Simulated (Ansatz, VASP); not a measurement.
**One calculation of Al2Ru, two programs**

```
Al Ru
1.0
    -1.55099    1.55099    4.17097
     1.55099   -1.55099    4.17097
     1.55099    1.55099   -4.17097
Al Ru
2 1
Cartesian
  0.0000 0.0000 5.4967
  0.0000 0.0000 2.8453
  0.0000 0.0000 0.0000
```

Alike in both runs: functional LDA; k mesh 18 × 18 × 18; occupations fermi-dirac, width 0.15 eV; no spin polarisation.

Ansatz relaxed the structure, and its values are those at the end. VASP's run is a single point on that final structure, the one shown.

|  | VASP | Ansatz |
| --- | --- | --- |
| version | VASP 6.6.1 | Ansatz 0.2.0 |
| potentials or method | VASP PAW LDA potentials, release 64 (Al, Ru_pv), cutoff 520 eV | scalar-relativistic, plane waves, PAW |
| valence electrons in the cell | 20 | 22 |

```csv
,VASP,Ansatz,Ansatz less VASP
gap on the k mesh at the Fermi level (eV),none,none,-
pressure (GPa),0.5,0.0,-0.45
rms of the force components (eV/Å),0.008,0.000,-0.0081
```

LDA's correlation is that of Perdew and Zunger in VASP and of Perdew and Wang (1992) in Ansatz. A gap of «none» marks a metal or a gap that the smearing closes. VASP's potentials hold 20 valence electrons a cell and Ansatz's 22, so a difference there can come from the potentials and not from the codes.
